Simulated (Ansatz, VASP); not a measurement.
Ru in VASP and in Ansatz

The input INCAR:

```
ALGO = Fast ; EDIFF = 1E-6
ENCUT = 520 ; GGA = PS
ISIF = 2 ; ISMEAR = 0
LASPH = T ; LCHARG = T
LELF = T ; LREAL = F
LVHAR = T ; LWAVE = F
NBANDS = 21 ; NELM = 60
PREC = Accurate ; SIGMA = 0.15
```

Contents of KPOINTS:

```
k-points
0
Gamma
  24 24 12
```

Contents of POSCAR:

```
Ru
1.0
    2.7057993342      0.0000000000      0.0000000000
   -1.3528996671      2.3432909610      0.0000000000
    0.0000000000      0.0000000000      4.4103570000
Ru
2
Direct
    0.3333333333      0.6666666667      0.2500000000
    0.6666666667      0.3333333333      0.7500000000
```

Input for Ansatz:

```yaml
crystal:
  lattice:
    - [2.7057993342, 0.0, 0.0]
    - [-1.3528996671, 2.343290961, 0.0]
    - [0.0, 0.0, 4.410357]
  atoms:
    - { symbol: Ru, position: [0.3333333333, 0.6666666667, 0.25] }
    - { symbol: Ru, position: [0.6666666667, 0.3333333333, 0.75] }
basis:
  ecutwfc: 420
kpoints:
  mp_grid: { grid: [24, 24, 12] }
hamiltonian:
  xc: pbesol
scf:
  occupations: { method: gaussian, width: 0.15 }
output:
  forces: true
  stress: true
  eigenvalues: true
```

Change from the starting cell: strain +0.000 along x and y, +0.030 along z, atoms carried along.

Alike in both runs: task single point; functional PBEsol; k mesh 24 × 24 × 12; occupations gaussian, width 0.15 eV; no spin polarisation.

|  | VASP | Ansatz |
| --- | --- | --- |
| version | VASP 6.6.1 | Ansatz 0.2.0 |
| potentials or method | VASP PAW PBE potentials, release 64 (Ru_pv), cutoff 520 eV | scalar-relativistic, plane waves, PAW |
| valence electrons in the cell | 28 | 32 |

|  | VASP | Ansatz | Ansatz less VASP |
| --- | --- | --- | --- |
| gap on the k mesh at the Fermi level (eV) | none | none | - |
| pressure (GPa) | -15.2 | -15.0 | +0.25 |
| traceless stress, the component that is largest in VASP (GPa) | -9.56 | -9.57 | -0.014 |

VASP's potentials were made for PBE, not for PBEsol. A gap of «none» marks a metal or a gap that the smearing closes. VASP's potentials hold 28 valence electrons a cell and Ansatz's 32, so a difference there can come from the potentials and not from the codes.
